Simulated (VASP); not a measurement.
AlNi3: relaxation of cell and atoms with PBE+D4

The system is AlNi3.

```
Ni Al
1.0
     3.52305    0.00000    0.00000
     0.00000    3.52305    0.00000
     0.00000    0.00000    3.52305
Ni Al
3 1
Cartesian
  1.7615 1.7615 0.0000
  1.7615 0.0000 1.7615
  0.0000 1.7615 1.7615
  0.0000 0.0000 0.0000
```

```json
{
 "Program": "VASP 6.6.1",
 "Task": "relaxation of cell and atoms",
 "Functional": "PBE",
 "Dispersion": "D4",
 "Potentials or basis": "VASP PAW PBE potentials, release 64 (Ni, Al)",
 "Cutoff": "600 eV",
 "k mesh": "8 × 8 × 8",
 "Occupations": "fermi-dirac, width 0.05 eV",
 "Spin": "collinear spin, ferromagnetic start",
 "Starting moments": "[1.0, 1.0, 1.0, 0.0] μB",
 "Dipole correction": "no",
 "Further INCAR settings": "ALGO = Fast; EDIFF = 1e-06; IBRION = 2; EDIFFG = -0.01; NSW = 60; ISIF = 3"
}
```

```json
{
  "Relaxed volume": "10.98 Å³/atom",
  "Relaxed cell": "a = 3.528 Å, b = 3.528 Å, c = 3.528 Å, α = 90.00°, β = 90.00°, γ = 90.00°",
  "Space group after relaxing (to 0.1 Å)": "Pm-3m (No. 221)",
  "Energy gained by relaxing": "0.1 meV/atom",
  "Ionic steps": "3",
  "Pressure after relaxing": "0.1 GPa",
  "Net moment": "0.67 μB per cell",
  "Site moments": "Ni +0.24; Al -0.01 μB",
  "Valence electrons inside the program's atomic spheres": "Ni 9.44; Al 0.81",
  "Dispersion energy per atom": "-0.464 eV"
}
```

Step by step:
| step | energy change (eV) | largest force (eV/Å) | pressure (GPa) | volume (Å³) |
| --- | --- | --- | --- | --- |
| 1 | 0.0000 | 0.0000 | 0.85 | 43.73 |
| 2 | -0.0001 | 0.0000 | -0.79 | 44.10 |
| 3 | -0.0005 | 0.0000 | 0.06 | 43.93 |

Final structure:
```
Ni Al
1.0
     3.52835    0.00000    0.00000
     0.00000    3.52835    0.00000
     0.00000    0.00000    3.52835
Ni Al
3 1
Cartesian
  1.7642 1.7642 0.0000
  1.7642 0.0000 1.7642
  0.0000 1.7642 1.7642
  0.0000 0.0000 0.0000
```

Levels at points of the mesh, in eV from the Fermi level:
Spin up:
```tsv
k point	band 14	band 15	band 16	band 17	band 18	band 19	band 20	band 21
(0.00, 0.00, 0.00)	-0.06	-0.06	-0.06	0.88	0.88	0.88	6.70	6.70
(0.50, 0.00, 0.00)	-1.19	-1.06	-0.51	-0.06	5.63	5.63	5.67	5.67
(0.50, 0.50, 0.00)	-1.22	-0.99	-0.98	-0.59	0.88	0.88	8.29	8.29
(0.50, 0.50, 0.50)	-1.09	-1.09	-0.24	-0.24	-0.24	-0.20	3.54	4.15
```
Spin down:
| k point | band 14 | band 15 | band 16 | band 17 | band 18 | band 19 |
| --- | --- | --- | --- | --- | --- | --- |
| (0.00, 0.00, 0.00) | 0.35 | 0.35 | 0.35 | 0.85 | 0.85 | 0.85 |
| (0.50, 0.00, 0.00) | -0.95 | -0.84 | -0.33 | 0.35 | 5.68 | 5.68 |
| (0.50, 0.50, 0.00) | -1.11 | -0.81 | -0.61 | -0.46 | 1.16 | 1.16 |
| (0.50, 0.50, 0.50) | -0.92 | -0.92 | -0.22 | 0.11 | 0.11 | 0.11 |

Run time: 3.2 min on 1 thread of Intel(R) Xeon(R) Platinum 8259CL CPU @ 2.50GHz (Skylake/Cascade Lake) (shared host), peak memory 0.21 GiB.
